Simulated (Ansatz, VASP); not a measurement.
# BeS in VASP and in Ansatz

```xyz
8
Lattice="5.9441 0.0000 0.0000 0.0000 5.9441 0.0000 0.0000 0.0000 3.2961" Properties=species:S:1:pos:R:3 pbc="T T T"
Be    3.9852    3.9852    1.6481
Be    1.0131    4.9310    0.8240
Be    1.9590    1.9590    0.0000
Be    4.9310    1.0131    2.4721
S     4.9207    4.9207    0.0000
S     1.9486    3.9955    2.4721
S     1.0235    1.0235    1.6481
S     3.9955    1.9486    0.8240
```

Alike in both runs: functional PBE; k mesh 4 × 4 × 6; occupations gaussian, width 0.1 eV; no spin polarisation.

Ansatz relaxed the structure, and its values are those at the end. VASP's run is a single point on that final structure, the one shown.

|  | VASP | Ansatz |
| --- | --- | --- |
| version | VASP 6.6.1 | Ansatz 0.2.0 |
| potentials or method | VASP PAW PBE potentials, release 64 (Be, S), cutoff 520 eV | scalar-relativistic, plane waves, PAW |
| valence electrons in the cell | 32 | 32 |

|  | VASP | Ansatz | Ansatz less VASP |
| --- | --- | --- | --- |
| gap on the k mesh at the Fermi level (eV) | 2.43 | 2.43 | -0.002 |
| least direct gap on the mesh (eV) | 3.43 | 3.43 | -0.004 |
| pressure (GPa) | 0.0 | 0.0 | 0.00 |
| rms of the force components (eV/Å) | 0.003 | 0.005 | +0.0017 |

With one functional, cell and mesh, what is left measures potentials, basis and numerics.
